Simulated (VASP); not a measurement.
Here is a VASP 6.6.1 calculation.

INCAR

```
PREC = Accurate
ENCUT = 400
EDIFF = 1E-6
ISMEAR = 0
SIGMA = 0.05
LREAL = F
LASPH = T
NELM = 120
ALGO = Normal
ISIF = 2
LWAVE = F
LCHARG = F
GGA = PS
IVDW = 12
NBANDS = 50
GGA_COMPAT = F
```

File KPOINTS:

```
regular mesh
0
Gamma
  9 9 2
```

The input POSCAR:

```
Te6Mo3H
1.0
    3.4334342720      0.0000000000      0.0000000000
   -1.7167171360      2.9734413017      0.0000000000
    0.0000000000      0.0000000000     20.7704294686
Te Mo H
6 3 1
Direct
    0.0000000000      0.0000000000      0.9125759363
    0.3333333333      0.6666666667      0.5917818730
    0.3333333333      0.6666666667      0.2333053354
    0.3333333333      0.6666666667      0.7666946646
    0.3333333333      0.6666666667      0.4082181270
    0.0000000000      0.0000000000      0.0874240637
    0.0000000000      0.0000000000      0.6791511892
    0.0000000000      0.0000000000      0.3208488108
    0.3333333333      0.6666666667      0.0000000000
    0.0310235033      0.0571784183      0.4190103014
```

Potentials or basis: VASP PAW PBE potentials, release 64 (Te, Mo_sv, H).

Launch:

```console
$ cat potpaw_PBE.64/Te/POTCAR potpaw_PBE.64/Mo_sv/POTCAR potpaw_PBE.64/H/POTCAR > POTCAR
$ mpirun -np 1 vasp_std > vasp.out
```

Problem. Estimate the dispersion energy per atom.

Solution. -0.503 eV.

Problem. What does it give for the pressure?

Solution. 2.6 GPa.

Problem. What does it give for the band gap on the k mesh?

Solution. Zero (an odd number of electrons rules out a gap without spin polarisation).

Forces in eV/Å, atoms in the order of the input:
```
Te   0.000  0.000 -0.050
Te   0.000 -0.003 -0.110
Te   0.002  0.019 -0.406
Te   0.000  0.000  0.024
Te   0.018  0.673  1.533
Te   0.000  0.000  0.035
Mo   0.000 -0.002  0.022
Mo  -0.016 -0.402 -0.646
Mo   0.000 -0.003  0.026
H   -0.003 -0.284 -0.427
```

Caveat: the PAW data sets were made with another functional, which shifts forces and pressure a little; spin-orbit coupling is left out, which moves the levels of the heavy elements.
